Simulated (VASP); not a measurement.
# Sn (Im-3m) in VASP: notebook

Sn is run at these levels: LDA; tasks: single point.

Program: VASP 6.6.1. These are calculated values, not measurements. Logs are shortened: lines on timing, memory, paths and dates and some standing lists are left out, and cuts for length are marked.

### 1 The cell of the first run

Symmetry: Im-3m, No. 229, cubic system. The conventional cell has a = 3.882 Å, b = 3.882 Å, c = 3.882 Å, α = 90.00°, β = 90.00°, γ = 90.00°. Within 4.4 Å of Sn (site symmetry m-3m) lie 14 Sn at 3.36 to 3.88 Å.

### 2 Single point, LDA

The input, INCAR:

```
PREC = Accurate
ENCUT = 500
EDIFF = 1E-6
ISMEAR = 1
SIGMA = 0.15
LREAL = F
LASPH = T
NELM = 120
ALGO = Normal
ISIF = 2
LWAVE = F
LCHARG = F
GGA = CA
NBANDS = 13
GGA_COMPAT = F
```

The input, KPOINTS:

```
Automatic mesh
0
Gamma
  12 12 12
```

The input, POSCAR:

```
Sn
1.0
   -1.9408811436      1.9408811436      1.9408811436
    1.9408811436     -1.9408811436      1.9408811436
    1.9408811436      1.9408811436     -1.9408811436
Sn
1
Direct
    0.0000000000      0.0000000000      0.0000000000
```

Potentials or basis: VASP PAW LDA potentials, release 64 (Sn_d).

Command:

```bash
> cat potpaw_LDA.64/Sn_d/POTCAR > POTCAR
> mpirun -np 1 vasp_std > vasp.out
```

OUTCAR:

```text
PREC = Accurate
   ENCUT = 500
   EDIFF = 1E-6
   ISMEAR = 1
   LREAL = F
   LASPH = T
   NELM = 120
   ISIF = 2
   GGA = CA

 ion  position               nearest neighbor table
   1  0.000  0.000  0.000-

  LATTYP: Found a body centered cubic cell.
 ALAT       =     3.8817622872

  Lattice vectors:

 A1 = (  -1.9408811436,   1.9408811436,   1.9408811436)
 A2 = (   1.9408811436,  -1.9408811436,   1.9408811436)
 A3 = (   1.9408811436,   1.9408811436,  -1.9408811436)

Analysis of symmetry for initial positions (statically):
=====================================================================
 Subroutine PRICEL returns:
 Original cell was already a primitive cell.

 Routine SETGRP: Setting up the symmetry group for a
 body centered cubic supercell.

 Subroutine GETGRP returns: Found 48 space group operations
 (whereof 48 operations were pure point group operations)
 out of a pool of 48 trial point group operations.

The static configuration has the point symmetry O_h .

Analysis of symmetry for dynamics (positions and initial velocities):
=====================================================================
 Subroutine PRICEL returns:
 Original cell was already a primitive cell.

 Routine SETGRP: Setting up the symmetry group for a
 body centered cubic supercell.

 Subroutine GETGRP returns: Found 48 space group operations
 (whereof 48 operations were pure point group operations)
 out of a pool of 48 trial point group operations.

The dynamic configuration has the point symmetry O_h .

 Subroutine INISYM returns: Found 48 space group operations
 (whereof 48 operations are pure point group operations),
 and found     1 'primitive' translations

----------------------------------------------------------------------------------------

                                     Primitive cell

  volume of cell :      29.2453

  direct lattice vectors                    reciprocal lattice vectors
    -1.940881144  1.940881144  1.940881144     0.000000000  0.257614951  0.257614951
     1.940881144 -1.940881144  1.940881144     0.257614951  0.000000000  0.257614951
     1.940881144  1.940881144 -1.940881144     0.257614951  0.257614951  0.000000000

  length of vectors
     3.361704752  3.361704752  3.361704752     0.364322557  0.364322557  0.364322557

  position of ions in fractional coordinates (direct lattice)
     0.000000000  0.000000000  0.000000000

  ion indices of the primitive-cell ions
   primitive index   ion index
                 1           1

----------------------------------------------------------------------------------------

 KPOINTS: Automatic mesh

Automatic generation of k-mesh.
 Grid dimensions read from file:
 generate k-points for:   12   12   12

 Generating k-lattice:

  Cartesian coordinates                     Fractional coordinates (reciprocal lattice)
     0.000000000  0.021467913  0.021467913     0.083333333  0.000000000  0.000000000
     0.021467913  0.000000000  0.021467913     0.000000000  0.083333333  0.000000000
     0.021467913  0.021467913  0.000000000     0.000000000  0.000000000  0.083333333

  Length of vectors
     0.030360213  0.030360213  0.030360213

  Shift w.r.t. Gamma in fractional coordinates (k-lattice)
     0.000000000  0.000000000  0.000000000

 Subroutine IBZKPT returns following result:
 ===========================================

 Found     72 irreducible k-points:

 Following reciprocal coordinates:
            Coordinates               Weight
  0.000000  0.000000  0.000000      1.000000
  0.083333  0.000000  0.000000     12.000000
  0.166667  0.000000  0.000000     12.000000
  0.250000  0.000000  0.000000     12.000000
  0.333333  0.000000  0.000000     12.000000
  0.416667  0.000000  0.000000     12.000000
[... 16 lines left out ...]
  0.333333  0.083333  0.083333     24.000000
  0.416667  0.083333  0.083333     12.000000
 [... further k-points ...]
   k-points           NKPTS =     72   k-points in BZ     NKDIM =     72   number of bands    NBANDS=     13
   number of dos      NEDOS =    301   number of ions     NIONS =      1
   total plane-waves  NPLWV =  21952
   dimension x,y,z NGX =    28 NGY =   28 NGZ =   28
   dimension x,y,z NGXF=    56 NGYF=   56 NGZF=   56
   ions per type =               1
   NGX,Y,Z   is equivalent  to a cutoff of  13.85, 13.85, 13.85 a.u.
   NGXF,Y,Z  is equivalent  to a cutoff of  27.69, 27.69, 27.69 a.u.
 SYSTEM =  unknown system
   PREC   = accura    normal or accurate (medium, high low for compatibility)
   ISTART =      0    job   : 0-new  1-cont  2-samecut
   ICHARG =      2    charge: 1-file 2-atom 10-const
   ISPIN  =      1    spin polarized calculation?
   LNONCOLLINEAR =      F non collinear calculations
   LSORBIT =      F    spin-orbit coupling
   LASPH  =      T    aspherical Exc in radial PAW
   ENCUT  =  500.0 eV  36.75 Ry    6.06 a.u.   6.13  6.13  6.13*2*pi/ulx,y,z
   NELM   =    120;   NELMIN=  2; NELMDL= -5     # of ELM steps
   EDIFF  = 0.1E-05   stopping-criterion for ELM
   LREAL  =      F    real-space projection
[... 7 lines left out ...]
   TEBEG  =    0.0;   TEEND  =   0.0 temperature during run
   PSTRESS=    0.0 pullay stress
   NELECT =      14.0000    total number of electrons
   NUPDOWN=      -1.0000    fix difference up-down
   EMIN   =  10.00;   EMAX   =-10.00  energy-range for DOS
   EFERMI =   0.00;   METHOD = LEGACY
   ISMEAR =     1;   SIGMA  =   0.15  broadening in eV -4-tet -1-fermi 0-gaus
   EFERMI_NEDOS =   21; number of points for ismear=-14 and -15
   IALGO  =     38    algorithm
   IMIX   =      4    mixing-type and parameters
     AMIX     =   0.40;   BMIX     =  1.00
     AMIX_MAG =   1.60;   BMIX_MAG =  1.00
  volume/ion in A,a.u.               =      29.25       197.36
  Fermi-wavevector in a.u.,A,eV,Ry     =   1.280654  2.420086 22.314580  1.640075
  Thomas-Fermi vector in A             =   2.413070
   LORBIT       =      0    0 simple, 1 ext, 2 COOP (PROOUT), +10 PAW based schemes
   GGA     = CA    functional components
   LHFCALC =     F    Hartree Fock is set to
   AEXX    =    0.0000 exact exchange contribution
   IVDW    =     0    specifies the selected vdW correction
   LEPSILON=     F    determine dielectric tensor
   LRPA    =     F    only Hartree local field effects (RPA)
 non-spin polarized calculation
 Methfessel and Paxton  Order N= 1 SIGMA  =   0.15
  energy-cutoff  :      500.00
  volume of cell :       29.25
 maximum number of plane-waves:       767
 NGX is ok and might be reduce to    28
   NGX = 13   NGY = 13   NGZ = 13

 number of electron      14.0000007 magnetization

 Free energy of the ion-electron system (eV)
  ---------------------------------------------------
  ext. energy  EPLUGINS =         0.00000000
  ---------------------------------------------------
  free energy    TOTEN  =        -4.36135984 eV

  energy without entropy =       -4.36127883  energy(sigma->0) =       -4.36133284

 E-fermi :   6.9870     XC(G=0): -10.2661

 val. band max:        6.9701397683   @ k =  -0.3333   0.3333   0.2500
 cond. band min:       7.0072961335   @ k =   0.2500   0.1667   0.1667
 fundamental gap:      0.0371563653
 Fermi energy:         6.9869650513

 k-point     1 :       0.0000    0.0000    0.0000
  band No.  band energies     occupation
      1     -14.4685      2.00000
      2     -14.4685      2.00000
      3     -14.4685      2.00000
      4     -14.3557      2.00000
      5     -14.3557      2.00000
      6      -3.6365      2.00000
      7      14.1374      0.00000
      8      14.1374      0.00000
      9      14.1374      0.00000
     10      19.0098      0.00000
     11      19.0098      0.00000
     12      19.0100      0.00000
     13      19.2336      0.00000

 k-point     2 :       0.0833    0.0000    0.0000
  band No.  band energies     occupation
      1     -14.4708      2.00000
      2     -14.4646      2.00000
      3     -14.4566      2.00000
      4     -14.3584      2.00000
      5     -14.3561      2.00000
      6      -3.4950      2.00000
      7      13.0110      0.00000
      8      13.6487      0.00000
      9      13.9843      0.00000
     10      17.5670      0.00000
     11      17.8584      0.00000
     12      18.6845      0.00000
     13      19.8795      0.00000

 k-point     3 :       0.1667    0.0000    0.0000
  band No.  band energies     occupation
      1     -14.4773      2.00000
      2     -14.4554      2.00000
      3     -14.4242      2.00000
      4     -14.3649      2.00000
      5     -14.3571      2.00000
      6      -3.0706      2.00000
      7      10.7195      0.00000
      8      12.6619      0.00000
      9      13.5635      0.00000
     10      16.4144      0.00000
     11      16.8432      0.00000
     12      18.5745      0.00000
     13      20.2365      0.00000
[... 305 lines left out ...]
 k-point    23 :       0.3333    0.0833    0.0833
  band No.  band energies     occupation
      1     -14.4913      2.00000
      2     -14.4420      2.00000
      3     -14.3647      2.00000
      4     -14.3609      2.00000
      5     -14.3140      2.00000
      6       0.0007      2.00000
      7       4.2427      2.00000
      8       8.8475     -0.00000
      9      10.3110      0.00000
     10      16.8648      0.00000
     11      17.4718      0.00000
     12      21.1186      0.00000
     13      22.3286      0.00000

 k-point    24 :       0.4167    0.0833    0.0833
  band No.  band energies     occupation
      1     -14.4932      2.00000
      2     -14.4409      2.00000
      3     -14.3619      2.00000
      4     -14.3610      2.00000
      5     -14.3071      2.00000
      6       0.7481      2.00000
      7       3.2444      2.00000
      8       8.6634     -0.00000
      9      10.1865      0.00000
     10      16.7625      0.00000
     11      17.3906      0.00000
     12      21.6903      0.00000
     13      22.7966      0.00000

 [... further k-points ...]
[... 5 lines left out ...]
  --------------------------------------------------------------------------------------
  -------------------------------------------------------------------------------------
  Total       -1.1218643     -1.1218643     -1.1218643     -0.0000000     -0.0000000      0.0000000
  in kB      -61.4602206    -61.4602206    -61.4602206     -0.0000000     -0.0000000      0.0000000
  external PRESSURE =     -61.4602206 kB  Pullay stress =       0.0000000 kB

 VOLUME and BASIS-vectors are now :
 -----------------------------------------------------------------------------
  energy-cutoff  :      500.00
  volume of cell :       29.25
      direct lattice vectors                 reciprocal lattice vectors
    -1.940881144  1.940881144  1.940881144     0.000000000  0.257614951  0.257614951
     1.940881144 -1.940881144  1.940881144     0.257614951  0.000000000  0.257614951
     1.940881144  1.940881144 -1.940881144     0.257614951  0.257614951  0.000000000

 POSITION                                       TOTAL-FORCE (eV/Angst)
 -----------------------------------------------------------------------------------
      0.00000      0.00000      0.00000        -0.000000     -0.000000     -0.000000
 -----------------------------------------------------------------------------------
    total drift:                               -0.000000     -0.000000     -0.000000

  FREE ENERGIE OF THE ION-ELECTRON SYSTEM (eV)
  ---------------------------------------------------
  free  energy   TOTEN  =        -4.3613598425 eV

  energy  without entropy=       -4.3612788326  energy(sigma->0) =       -4.36133284
```

It took 17 s on 1 thread of Intel Xeon Platinum 8375C at 2.90GHz (Ice Lake), shared host; peak memory 0.15 GiB.

What came out:

| Item | Value |
| --- | --- |
| Free energy | -4.3614 eV |
| Pressure | -6.1 GPa |
| Band gap on the k mesh | zero (band 7 reaches 14.14 eV, above the bottom of band 8 at 4.75 eV) |

Caveat: spin-orbit coupling is left out, which moves the levels of the heavy elements.

### 3 Single point, LDA

This run uses another cell than the first one, of 29.93 Å³/atom, 1.023 times its volume.

The input, INCAR:

```
  PREC = Accurate
  ENCUT = 500
  EDIFF = 1E-6
  ISMEAR = 1
  SIGMA = 0.15
  LREAL = F
  LASPH = T
  NELM = 120
  ALGO = Normal
  ISIF = 2
  LWAVE = F
  LCHARG = T
  LELF = T
  LVHAR = T
  NBANDS = 13
  GGA_COMPAT = F
```

KPOINTS is that of step 2.

The input, POSCAR:

```
Sn
1.0
   -1.9558115853      1.9558115853      1.9558115853
    1.9558115853     -1.9558115853      1.9558115853
    1.9558115853      1.9558115853     -1.9558115853
Sn
1
Direct
    0.0000000000      0.0000000000      0.0000000000
```

Potentials or basis: VASP PAW LDA potentials, release 64 (Sn_d).

Command:

```bash
> cat potpaw_LDA.64/Sn_d/POTCAR > POTCAR
> mpirun -np 1 vasp_std > vasp.out
```

Wall time 18 s (1 thread of Intel Xeon Platinum 8375C at 2.90GHz (Ice Lake), shared host); peak memory 0.15 GiB.

It converged, with:

```
Free energy            : -4.3342 eV
Pressure               : -6.8 GPa
Band gap on the k mesh : zero (band 7 reaches 13.69 eV, above the bottom of band 8 at 4.57 eV)
```

Levels at points of the mesh, in eV from the Fermi level:
```csv
k point,band 4,band 5,band 6,band 7,band 8,band 9,band 10,band 11
"(0.00, 0.00, 0.00)",-21.35,-21.35,-10.48,6.95,6.95,6.95,11.96,11.96
"(0.50, 0.00, 0.00)",-21.35,-21.29,-6.43,-3.96,3.19,5.00,7.47,8.00
"(0.50, 0.50, 0.50)",-21.30,-21.30,-3.17,-0.43,-0.43,-0.43,3.95,3.95
```

Caveat: spin-orbit coupling is left out, which moves the levels of the heavy elements.
